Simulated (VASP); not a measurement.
# BaTiO3 (Amm2) in VASP: single point with r2SCAN+U

Aim: the single point of BaTiO3 with r2SCAN+U.

All numbers are computed with VASP 6.6.1; they aren't measurements. Logs are shortened: lines on timing, memory, paths and dates and some standing lists are left out, and cuts for length are marked.

**1. The cell of the first run**

It takes space group Amm2 (No. 38, orthorhombic). The conventional cell has a = 4.012 Å, b = 5.712 Å, c = 5.729 Å, α = 90.00°, β = 90.00°, γ = 90.00°. Ba (site symmetry mm2) has 12 O at 2.79 to 2.94 Å and 8 Ti at 3.44 to 3.56 Å within 3.7 Å. Within 2.6 Å of Ti (site symmetry mm2) lie 6 O at 1.94 to 2.11 Å. O (site symmetry mm2) has 2 Ti at 2.01 Å within 2.7 Å. Within 2.6 Å of O (site symmetry m) lie 2 Ti at 1.94 to 2.11 Å.

**2. Single point, r2SCAN+U, collinear spin, zero start**

The input, POSCAR:

```
BaTiO3
1.0
   -8.0245120000      0.0000000000      0.0000000000
    0.0000000000     -2.8559450600      2.8642504500
    0.0000000000      2.8559450600      2.8642504500
Ba Ti O
2 2 6
Direct
    0.0000000000      0.0000000000      0.0000000000
    0.5000000000      0.0000000000      0.0000000000
    0.2500000000      0.5124000000      0.5124000000
    0.7500000000      0.5124000000      0.5124000000
    0.0000000000      0.4874000000      0.4874000000
    0.5000000000      0.4874000000      0.4874000000
    0.2500000000      0.9918400000      0.5052400000
    0.7500000000      0.9918400000      0.5052400000
    0.2500000000      0.5052400000      0.9918400000
    0.7500000000      0.5052400000      0.9918400000
```

The input, INCAR.step1:

```
PREC = Accurate ; ENCUT = 520
ISMEAR = -1 ; SIGMA = 0.1
LREAL = False ; LASPH = True
NELM = 150 ; ISPIN = 2
MAGMOM = 0 0 0 0 0 0 0 0 0 0 ; LMAXMIX = 4
LDAU = True ; LDAUTYPE = 2
LDAUL = -1 2 -1 ; LDAUU = 0 2.28 0
LDAUJ = 0 0 0 ; NBANDS = 55
GGA = PE ; ALGO = Normal
EDIFF = 1E-4 ; LWAVE = True
LCHARG = False
```

The input, INCAR.step2:

```
PREC = Accurate ; ENCUT = 520
EDIFF = 1E-6 ; ISMEAR = -1
SIGMA = 0.1 ; LREAL = False
LASPH = True ; NELM = 150
ALGO = Normal ; ISIF = 2
LWAVE = False ; LCHARG = False
ISPIN = 2 ; MAGMOM = 0 0 0 0 0 0 0 0 0 0
LORBIT = 11 ; LMAXMIX = 4
LDAU = True ; LDAUTYPE = 2
LDAUL = -1 2 -1 ; LDAUU = 0 2.28 0
LDAUJ = 0 0 0 ; LDAUPRINT = 1
METAGGA = R2SCAN ; LMIXTAU = True
NBANDS = 55 ; ISTART = 1
```

The input, KPOINTS:

```
regular mesh
0
Gamma
  3 5 5
```

Potentials or basis: VASP PAW PBE potentials, release 64 (Ba_sv, Ti_sv, O).

Started as:

```bash
$ cat potpaw_PBE.64/Ba_sv/POTCAR potpaw_PBE.64/Ti_sv/POTCAR potpaw_PBE.64/O/POTCAR > POTCAR
$ cp INCAR.step1 INCAR
$ mpirun -np 1 vasp_std > vasp.out
$ cp INCAR.step2 INCAR
$ mpirun -np 1 vasp_std > vasp.out
```

OUTCAR:

```text
PREC = Accurate
   ENCUT = 520
   EDIFF = 1E-6
   ISMEAR = -1
   LREAL = False
   LASPH = True
   NELM = 150
   ISIF = 2
   ISPIN = 2
   LORBIT = 11
   METAGGA = R2SCAN
   ISTART = 1

 ion  position               nearest neighbor table
   1  0.000  0.000  0.000-   5 2.79   7 2.83   8 2.83   9 2.83  10 2.83   5 2.86   5 2.86   8 2.86
                             9 2.86  10 2.86   7 2.86   5 2.94   3 3.44   4 3.44   3 3.49   4 3.49
   2  0.500  0.000  0.000-   6 2.79   7 2.83   8 2.83   9 2.83  10 2.83   6 2.86   6 2.86   8 2.86
                             9 2.86  10 2.86   7 2.86   6 2.94   3 3.44   4 3.44   3 3.49   4 3.49
   3  0.250  0.512  0.512-   7 1.94   9 1.94   5 2.01   6 2.01   9 2.11   7 2.11   1 3.44   2 3.44
                             1 3.49   1 3.49   2 3.49   2 3.49   1 3.56   2 3.56
   4  0.750  0.512  0.512-   8 1.94  10 1.94   5 2.01   6 2.01  10 2.11   8 2.11   1 3.44   2 3.44
                             1 3.49   1 3.49   2 3.49   2 3.49   1 3.56   2 3.56
   5  0.000  0.487  0.487-   3 2.01   4 2.01   1 2.79   1 2.86   1 2.86   1 2.94
   6  0.500  0.487  0.487-   3 2.01   4 2.01   2 2.79   2 2.86   2 2.86   2 2.94
   7  0.250  0.992  0.505-   3 1.94   3 2.11   2 2.83   1 2.83   1 2.86   2 2.86
   8  0.750  0.992  0.505-   4 1.94   4 2.11   2 2.83   1 2.83   1 2.86   2 2.86
   9  0.250  0.505  0.992-   3 1.94   3 2.11   2 2.83   1 2.83   1 2.86   2 2.86
  10  0.750  0.505  0.992-   4 1.94   4 2.11   2 2.83   1 2.83   1 2.86   2 2.86
[... 8 lines left out ...]
 A1 = (   0.0000000000,  -2.8559450600,  -2.8642504500)
 A2 = (   0.0000000000,  -2.8559450600,   2.8642504500)
 A3 = (  -8.0245120000,   0.0000000000,   0.0000000000)

Analysis of symmetry for initial positions (statically):
=====================================================================
 Subroutine PRICEL returns following result:

  LATTYP: Found a base centered orthorhombic cell.
 ALAT       =     5.7118901200
 B/A-ratio  =     1.0029081057
 C/A-ratio  =     0.7024392829
[... 12 lines left out ...]
 Subroutine GETGRP returns: Found  4 space group operations
 (whereof  4 operations were pure point group operations)
 out of a pool of  8 trial point group operations.

The static configuration has the point symmetry C_2v.

Analysis of symmetry for dynamics (positions and initial velocities):
=====================================================================
 Subroutine PRICEL returns following result:

  LATTYP: Found a base centered orthorhombic cell.
 ALAT       =     5.7118901200
 B/A-ratio  =     1.0029081057
 C/A-ratio  =     0.7024392829
[... 12 lines left out ...]
 Subroutine GETGRP returns: Found  4 space group operations
 (whereof  4 operations were pure point group operations)
 out of a pool of  8 trial point group operations.

The dynamic configuration has the point symmetry C_2v.

Analysis of structural, dynamic, and magnetic symmetry:
=====================================================================
 Subroutine PRICEL returns following result:

  LATTYP: Found a base centered orthorhombic cell.
 ALAT       =     5.7118901200
 B/A-ratio  =     1.0029081057
 C/A-ratio  =     0.7024392829
[... 12 lines left out ...]
 Subroutine GETGRP returns: Found  4 space group operations
 (whereof  4 operations were pure point group operations)
 out of a pool of  8 trial point group operations.

The overall configuration has the point symmetry C_2v.

 Subroutine INISYM returns: Found  4 space group operations
 (whereof  4 operations are pure point group operations),
 and found     2 'primitive' translations

----------------------------------------------------------------------------------------

                                     Primitive cell

  volume of cell :      65.6416

  direct lattice vectors                    reciprocal lattice vectors
     0.000000000 -2.855945060 -2.864250450     0.000000000 -0.175073396 -0.174565740
     0.000000000 -2.855945060  2.864250450     0.000000000 -0.175073396  0.174565740
    -4.012256000  0.000000000  0.000000000    -0.249236340  0.000000000  0.000000000

  length of vectors
     4.044793298  4.044793298  4.012256000     0.247232465  0.247232465  0.249236340

  position of ions in fractional coordinates (direct lattice)
     0.000000000  0.000000000  0.000000000
     0.487600000  0.512400000  0.500000000
     0.512600000  0.487400000  0.000000000
     0.494760000  0.991840000  0.500000000
     0.008160000  0.505240000  0.500000000

[... 164 lines left out ...]
  0.0000  0.2369 -0.0000 -0.0000  0.0000
  0.0000 -0.0000  0.1354 -0.0000 -0.0553
  0.0000 -0.0000 -0.0000  0.1055 -0.0000
  0.0000  0.0000 -0.0553 -0.0000  0.2036

 occupancies and eigenvectors

  o =  0.1041  v =  0.0000  0.0000  0.0000  0.0000  0.0000  1.0000  0.0000  0.0000  0.0000  0.0000      0.0000  0.0000  0.0000  0.0000  0.0000  0.0000  0.0000  0.0000  0.0000  0.0000
  o =  0.1041  v =  1.0000  0.0000  0.0000  0.0000  0.0000  0.0000  0.0000  0.0000  0.0000  0.0000      0.0000  0.0000  0.0000  0.0000  0.0000  0.0000  0.0000  0.0000  0.0000  0.0000
  o =  0.1046  v =  0.0000  0.0000  0.0000  0.0000  0.0000  0.0000  0.0000  0.8731 -0.0000  0.4876      0.0000  0.0000  0.0000  0.0000  0.0000  0.0000  0.0000  0.0000  0.0000  0.0000
  o =  0.1046  v =  0.0000  0.0000  0.8731 -0.0000  0.4876  0.0000  0.0000  0.0000  0.0000  0.0000      0.0000  0.0000  0.0000  0.0000  0.0000  0.0000  0.0000  0.0000  0.0000  0.0000
  o =  0.1055  v =  0.0000  0.0000  0.0000  0.0000  0.0000  0.0000 -0.0000 -0.0000 -1.0000 -0.0000      0.0000  0.0000  0.0000  0.0000  0.0000  0.0000  0.0000  0.0000  0.0000  0.0000
  o =  0.1055  v =  0.0000  0.0000 -0.0000 -1.0000 -0.0000  0.0000  0.0000  0.0000  0.0000  0.0000      0.0000  0.0000  0.0000  0.0000  0.0000  0.0000  0.0000  0.0000  0.0000  0.0000
  o =  0.2345  v =  0.0000  0.0000  0.0000  0.0000  0.0000  0.0000 -0.0000 -0.4876  0.0000  0.8731      0.0000  0.0000  0.0000  0.0000  0.0000  0.0000  0.0000  0.0000  0.0000  0.0000
  o =  0.2345  v =  0.0000 -0.0000 -0.4876  0.0000  0.8731  0.0000  0.0000  0.0000  0.0000  0.0000      0.0000  0.0000  0.0000  0.0000  0.0000  0.0000  0.0000  0.0000  0.0000  0.0000
  o =  0.2369  v =  0.0000  0.0000  0.0000  0.0000  0.0000  0.0000 -1.0000  0.0000  0.0000 -0.0000      0.0000  0.0000  0.0000  0.0000  0.0000  0.0000  0.0000  0.0000  0.0000  0.0000
  o =  0.2369  v =  0.0000 -1.0000  0.0000 -0.0000 -0.0000  0.0000  0.0000  0.0000  0.0000  0.0000      0.0000  0.0000  0.0000  0.0000  0.0000  0.0000  0.0000  0.0000  0.0000  0.0000

 number of electron      79.9999988 magnetization       0.0000000

 Free energy of the ion-electron system (eV)
  ---------------------------------------------------
  ext. energy  EPLUGINS =         0.00000000
  ---------------------------------------------------
  free energy    TOTEN  =      -145.46226198 eV

  energy without entropy =     -145.46225944  energy(sigma->0) =     -145.46226071

 E-fermi :   4.6968     XC(G=0): -11.7852

 val. band max:        3.3568383920   @ k =   0.0000   0.4000   0.4000
 cond. band min:       5.8989505408   @ k =   0.0000   0.0000   0.0000
 fundamental gap:      2.5421121487
 Fermi energy:         4.6968028415

 spin component 1

 k-point     1 :       0.0000    0.0000    0.0000
  band No.  band energies     occupation
      1     -56.0925      1.00000
      2     -56.0914      1.00000
      3     -31.2574      1.00000
      4     -31.2226      1.00000
      5     -31.2225      1.00000
      6     -31.2208      1.00000
[... 979 lines left out ...]
     51      11.4342      0.00000
     52      11.5745      0.00000
 Fermi energy:         4.6968028415

 spin component 2

 k-point     1 :       0.0000    0.0000    0.0000
  band No.  band energies     occupation
      1     -56.0925      1.00000
      2     -56.0914      1.00000
      3     -31.2574      1.00000
      4     -31.2226      1.00000
      5     -31.2225      1.00000
      6     -31.2208      1.00000
[... 979 lines left out ...]
     51      11.4342      0.00000
     52      11.5745      0.00000
 [bands above 52 left out]

------------------------ aborting loop because EDIFF is reached ----------------------------------------

  FORCE on cell =-STRESS in cart. coord.  units (eV):
  Direction    XX          YY          ZZ          XY          YZ          ZX
  --------------------------------------------------------------------------------------
  -------------------------------------------------------------------------------------
  Total       -0.4487329     -0.3131859     -0.8554589      0.0000000      0.0000000      0.0000000
  in kB       -5.4763230     -3.8221110    -10.4399949      0.0000000      0.0000000      0.0000000
  external PRESSURE =      -6.5794763 kB  Pullay stress =       0.0000000 kB

 VOLUME and BASIS-vectors are now :
 -----------------------------------------------------------------------------
  energy-cutoff  :      520.00
  volume of cell :      131.28
      direct lattice vectors                 reciprocal lattice vectors
    -8.024512000  0.000000000  0.000000000    -0.124618170  0.000000000  0.000000000
     0.000000000 -2.855945060  2.864250450     0.000000000 -0.175073396  0.174565740
     0.000000000  2.855945060  2.864250450     0.000000000  0.175073396  0.174565740

 POSITION                                       TOTAL-FORCE (eV/Angst)
 -----------------------------------------------------------------------------------
      0.00000      0.00000      0.00000         0.000000     -0.000000      0.166316
     -4.01226      0.00000      0.00000         0.000000     -0.000000      0.166316
     -2.00613      0.00000      2.93528        -0.000000     -0.000000     -0.119193
     -6.01838      0.00000      2.93528        -0.000000     -0.000000     -0.119193
      0.00000      0.00000      2.79207         0.000000     -0.000000      0.283700
     -4.01226      0.00000      2.79207         0.000000     -0.000000      0.283700
     -2.00613     -1.38970      4.28801         0.000000     -0.093657     -0.165411
     -6.01838     -1.38970      4.28801         0.000000     -0.093657     -0.165411
     -2.00613      1.38970      4.28801         0.000000      0.093657     -0.165411
     -6.01838      1.38970      4.28801         0.000000      0.093657     -0.165411
 -----------------------------------------------------------------------------------
    total drift:                               -0.000000     -0.000002      0.013010

  FREE ENERGIE OF THE ION-ELECTRON SYSTEM (eV)
  ---------------------------------------------------
  free  energy   TOTEN  =      -145.4622619806 eV

  energy  without entropy=     -145.4622594440  energy(sigma->0) =     -145.46226071

 total charge

# of ion       s       p       d       tot
------------------------------------------
    1        2.017   5.666   0.294   7.977
    2        2.017   5.666   0.294   7.977
    3        2.208   6.264   1.545  10.018
    4        2.208   6.264   1.545  10.018
    5        1.566   3.500   0.000   5.066
    6        1.566   3.500   0.000   5.066
    7        1.566   3.499   0.000   5.065
    8        1.566   3.499   0.000   5.065
    9        1.566   3.499   0.000   5.065
   10        1.566   3.499   0.000   5.065
--------------------------------------------------
tot         17.847  44.858   3.678  66.383

 magnetization (x)

# of ion       s       p       d       tot
------------------------------------------
    1       -0.000  -0.000   0.000  -0.000
    2       -0.000  -0.000   0.000  -0.000
    3        0.000   0.000   0.000   0.000
    4        0.000   0.000   0.000   0.000
    5       -0.000  -0.000   0.000  -0.000
    6       -0.000  -0.000   0.000  -0.000
    7        0.000  -0.000   0.000  -0.000
    8        0.000  -0.000   0.000  -0.000
    9        0.000  -0.000   0.000  -0.000
   10        0.000  -0.000   0.000  -0.000
--------------------------------------------------
tot         -0.000  -0.000   0.000  -0.000
```

It took 8.5 min on 1 thread of Intel Xeon 6975P-C (Granite Rapids), shared host; peak memory 0.42 GiB.

Results:

```yaml
Free_energy: -145.4623 eV
Pressure: -0.7 GPa
Largest_force: 0.284 eV/Å
Band_gap_on_the_k_mesh: 2.54 eV
Net_moment: 0.00 μB per cell
Valence_electrons_inside_the_program's_atomic_spheres: Ba 7.98; Ti 10.02; O 5.07
```

Forces on the atoms (eV/Å):
```
Ba   0.000  0.000  0.166
Ba   0.000  0.000  0.166
Ti   0.000  0.000 -0.119
Ti   0.000  0.000 -0.119
O    0.000  0.000  0.284
O    0.000  0.000  0.284
O    0.000 -0.094 -0.165
O    0.000 -0.094 -0.165
O    0.000  0.094 -0.165
O    0.000  0.094 -0.165
```

Eigenvalues of the final occupation matrices:
| site | spin | trace | eigenvalues |
| --- | --- | --- | --- |
| site 3 d | 1 | 0.79 | 0.10 0.10 0.11 0.23 0.24 |
| site 3 d | 2 | 0.79 | 0.10 0.10 0.11 0.23 0.24 |
| site 4 d | 1 | 0.79 | 0.10 0.10 0.11 0.23 0.24 |
| site 4 d | 2 | 0.79 | 0.10 0.10 0.11 0.23 0.24 |

Caveat: the PAW data sets were made with another functional, which shifts forces and pressure a little; spin-orbit coupling is left out, which moves the levels of the heavy elements.
